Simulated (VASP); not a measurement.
Here is a VASP 6.6.1 calculation.

POSCAR

```
Hg2S
1.0
    6.0511959404      0.0000000000      0.0000000000
    0.0000000000      6.0511959404      0.0000000000
    0.0000000000      0.0000000000      6.0511959404
S Hg
2 4
Direct
    0.0000000000      0.0000000000      0.0000000000
    0.5000000000      0.5000000000      0.5000000000
    0.2500000000      0.2500000000      0.2500000000
    0.2500000000      0.7500000000      0.7500000000
    0.7500000000      0.7500000000      0.2500000000
    0.7500000000      0.2500000000      0.7500000000
```

The input INCAR.step1:

```
SYSTEM = Hg2S
PREC = Accurate
ENCUT = 520
ISMEAR = 0
SIGMA = 0.1
LREAL = .FALSE.
LASPH = .TRUE.
NELM = 100
NBANDS = 39
GGA = PE
ALGO = Normal
EDIFF = 1E-4
LWAVE = .TRUE.
LCHARG = .FALSE.
```

INCAR.step2

```
SYSTEM = Hg2S
PREC = Accurate
ENCUT = 520
EDIFF = 1E-6
ISMEAR = 0
SIGMA = 0.1
LREAL = .FALSE.
LASPH = .TRUE.
NELM = 100
ALGO = Normal
ISIF = 2
LWAVE = .FALSE.
LCHARG = .FALSE.
METAGGA = R2SCAN
LMIXTAU = .TRUE.
NBANDS = 39
ISTART = 1
```

The input KPOINTS:

```
Automatic mesh
0
G
  6 6 6
  0 0 0
```

Potentials or basis: VASP PAW PBE potentials, release 64 (S, Hg).

Command:

```bash
$ cat potpaw_PBE.64/S/POTCAR potpaw_PBE.64/Hg/POTCAR > POTCAR
$ cp INCAR.step1 INCAR
$ mpirun -np 1 vasp_std > vasp.out
$ cp INCAR.step2 INCAR
$ mpirun -np 1 vasp_std > vasp.out
```

**Question.** Estimate the pressure.

**Answer.** 0.1 GPa.

**Question.** What does it give for the band gap on the k mesh?

**Answer.** Zero (bands 30 and 31 overlap by 0.37 eV).

Caveat: semilocal functionals underestimate gaps, so a narrow gap can read as zero; the PAW data sets were made with another functional, which shifts forces and pressure a little; spin-orbit coupling is left out, which moves the levels of the heavy elements.
